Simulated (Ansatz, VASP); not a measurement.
WS2: VASP beside Ansatz

Contents of INCAR:

```
PREC = Accurate
ENCUT = 520
EDIFF = 1E-7
ISMEAR = 0
SIGMA = 0.05
LREAL = F
LASPH = T
NELM = 100
ALGO = Normal
ISIF = 2
LWAVE = F
LCHARG = T
GGA = PE
IVDW = 12
LELF = T
LVHAR = T
NBANDS = 20
```

The input KPOINTS:

```
Automatic mesh
0
Gamma
  12 12 12
```

The input POSCAR:

```
WS2
1.0
    1.5470500000      0.8931897339      6.9092666667
   -1.5470500000      0.8931897339      6.9092666667
    0.0000000000     -1.7863794679      6.9092666667
W S
1 2
Direct
    0.9993440419      0.9993440419      0.9993440419
    0.7527816504      0.7527816504      0.7527816504
    0.5791743077      0.5791743077      0.5791743077
```

Input for Ansatz:

```yaml
crystal:
  lattice:
    - [1.54705, 0.8931897339, 6.9092666667]
    - [-1.54705, 0.8931897339, 6.9092666667]
    - [0.0, -1.7863794679, 6.9092666667]
  atoms:
    - { symbol: W, position: [0.9993440419, 0.9993440419, 0.9993440419] }
    - { symbol: S, position: [0.7527816504, 0.7527816504, 0.7527816504] }
    - { symbol: S, position: [0.5791743077, 0.5791743077, 0.5791743077] }
basis:
  ecutwfc: 420
kpoints:
  mp_grid: { grid: [12, 12, 12] }
hamiltonian:
  xc: pbe
  pseudopotentials: { kind: paw, azcp: { folder: soft_1 } }
  dispersion: d3bj
scf:
  occupations: { method: gaussian, width: 0.05 }
output:
  forces: true
  stress: true
  eigenvalues: true
```

Alike in both runs: task single point; functional PBE; dispersion D3(BJ); k mesh 12 × 12 × 12; occupations gaussian, width 0.05 eV; no spin polarisation.

```csv
,VASP,Ansatz
version,VASP 6.6.1,Ansatz 0.2.0
potentials or method,"VASP PAW PBE potentials, release 64 (W_sv, S), cutoff 520 eV","scalar-relativistic, plane waves, PAW"
valence electrons in the cell,26,26
```

Ansatz gave:

```
gap on the k mesh at the Fermi level (eV)                     : 0.88
least direct gap on the mesh (eV)                             : 1.56
pressure (GPa)                                                : -13.5
traceless stress, the component that is largest in VASP (GPa) : -19.11
rms of the force components (eV/Å)                            : 1.423
```

Q: Estimate VASP's values.

A: gap on the k mesh at the Fermi level (eV): 0.88; least direct gap on the mesh (eV): 1.56; pressure (GPa): -13.5; traceless stress, the component that is largest in VASP (GPa): -19.12; rms of the force components (eV/Å): 1.423.

Atom by atom the forces differ by 0.000 eV/Å (rms over components).

Neither program's run includes spin-orbit coupling.
